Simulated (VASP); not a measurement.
A run of VASP 6.6.1 is set up as follows.

INCAR

```
SYSTEM = Na
PREC = Accurate
ENCUT = 600
EDIFF = 1E-7
ISMEAR = 0
SIGMA = 0.1
LREAL = .False.
LASPH = .True.
NELM = 60
ALGO = Normal
ISIF = 3
LWAVE = .False.
LCHARG = .False.
GGA = PE
IBRION = 2
NSW = 90
EDIFFG = -0.04
```

File KPOINTS:

```
regular mesh
0
Gamma
  6 6 6
  0 0 0
```

The input POSCAR:

```
Na
1.0
    5.0118659100      0.0000000000      0.0000000000
   -2.5059329600      4.3404032000      0.0000000000
    0.0000000000      0.0000000000      3.6481809000
Na
2
Direct
    0.3333333300      0.6666666700      0.5000000000
    0.6666666700      0.3333333300      0.5000000000
```

Potentials or basis: VASP PAW PBE potentials, release 64 (Na_pv).

The run is started by

```console
$ cat potpaw_PBE.64/Na_pv/POTCAR > POTCAR
$ mpirun -np 1 vasp_std > vasp.out
```

**Question.** What does it give for the relaxed volume?

**Answer.** 49.91 Å³/atom.

**Question.** Estimate the space group after relaxing (to 0.05 Å).

**Answer.** P6/mmm (No. 191).

**Question.** What does it give for the band gap on the k mesh?

**Answer.** Zero (band 7 reaches 1.47 eV, above the bottom of band 8 at -1.45 eV).

**Question.** Predict the relaxed cell.

**Answer.** a = 5.812 Å, b = 5.812 Å, c = 3.412 Å, α = 90.00°, β = 90.00°, γ = 120.00°.

The path:
| step | energy change (eV) | largest force (eV/Å) | pressure (GPa) | volume (Å³) |
| --- | --- | --- | --- | --- |
| 1 | 0.0000 | 0.0000 | 1.50 | 79.36 |
| 2 | -0.0932 | 0.0000 | 1.02 | 83.63 |
| 3 | -0.2407 | 0.0000 | 0.18 | 96.59 |
| 4 | -0.2473 | 0.0000 | 0.05 | 99.81 |

Caveat: the volume moved by over 15 % at a fixed basis, so the end points are rough.
